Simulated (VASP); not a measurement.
A run of VASP 6.6.1 is set up as follows.

File INCAR:

```
PREC     = Accurate       # precision mode
ENCUT    = 520            # plane-wave cutoff, eV
EDIFF    = 1E-7           # SCF threshold, eV
ISMEAR   = 0              # smearing method
SIGMA    = 0.05           # smearing width, eV
LREAL    = F              # projectors in reciprocal space
LASPH    = T              # aspherical terms in the spheres
NELM     = 80             # most SCF steps
ALGO     = Normal         # electronic algorithm
ISIF     = 2              # what is computed and relaxed
LWAVE    = F              # write WAVECAR
LCHARG   = F              # write CHGCAR
LDIPOL   = T            
IDIPOL   = 3            
DIPOL    = 0.5 0.5 0.401
GGA      = PE             # functional
IVDW     = 12             # dispersion correction
NBANDS   = 35             # bands
```

The input KPOINTS:

```
regular mesh
0
Gamma
  9 9 1
```

The input POSCAR:

```
WS2
1.0
    3.1595457497      0.0000000000      0.0000000000
   -1.5797728749      2.7362468836      0.0000000000
    0.0000000000      0.0000000000     23.8042575719
S W
4 2
Direct
    0.3333333333      0.6666666667      0.1890418126
    0.3333333333      0.6666666667      0.3214605103
    0.8333333333      1.0000000000      0.4806757258
    0.8333333333      1.0000000000      0.6130944235
    0.6666666667      0.3333333333      0.2552511581
    0.5000000000      1.3333333333      0.5468850713
```

Potentials or basis: VASP PAW PBE potentials, release 64 (S, W_sv).

The run is started by

```console
$ cat potpaw_PBE.64/S/POTCAR potpaw_PBE.64/W_sv/POTCAR > POTCAR
$ mpirun -np 1 vasp_std > vasp.out
```

**Question.** What does it give for the band gap on the k mesh?

**Answer.** 1.85 eV, indirect (least direct gap 1.92 eV).

**Question.** Estimate the largest force.

**Answer.** 0.067 eV/Å.

Forces on the atoms (eV/Å):
```
S    0.000  0.000  0.003
S   -0.002 -0.002  0.067
S    0.002  0.002 -0.067
S    0.000  0.000 -0.003
W   -0.001 -0.001  0.041
W    0.001  0.001 -0.041
```

Caveat: spin-orbit coupling is left out, which moves the levels of the heavy elements.
